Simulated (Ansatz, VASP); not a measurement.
# GaAs in VASP and in Ansatz

```
Ga As
1.0
     0.00000    2.82685    2.82685
     2.82685    0.00000    2.82685
     2.82685    2.82685    0.00000
Ga As
1 1
Direct
  0.00000 0.00000 0.00000
  0.75000 0.75000 0.75000
```

Alike in both runs: task electric field gradients; functional PBE; k mesh 10 × 10 × 10; occupations fermi-dirac, width 0.08 eV; non-collinear spin, spin-orbit coupling.

|  | VASP | Ansatz |
| --- | --- | --- |
| version | VASP 6.6.1 | Ansatz 0.2.0 |
| potentials or method | VASP PAW PBE potentials, release 64 (Ga_d, As) | PAW with Ansatz's default frozen-core files, fully relativistic files with spin-orbit coupling |
| plane-wave cutoff (eV) | 520 | 420 |
| valence electrons in the cell | 18 | 28 |

```csv
,VASP,Ansatz,Ansatz less VASP
pressure (GPa),3.5,3.3,-0.22
```

The functional is the same, so the differences come from potentials, cutoffs and numerics. VASP's potentials hold 18 valence electrons a cell and Ansatz's 28, so a difference there can come from the potentials and not from the codes.
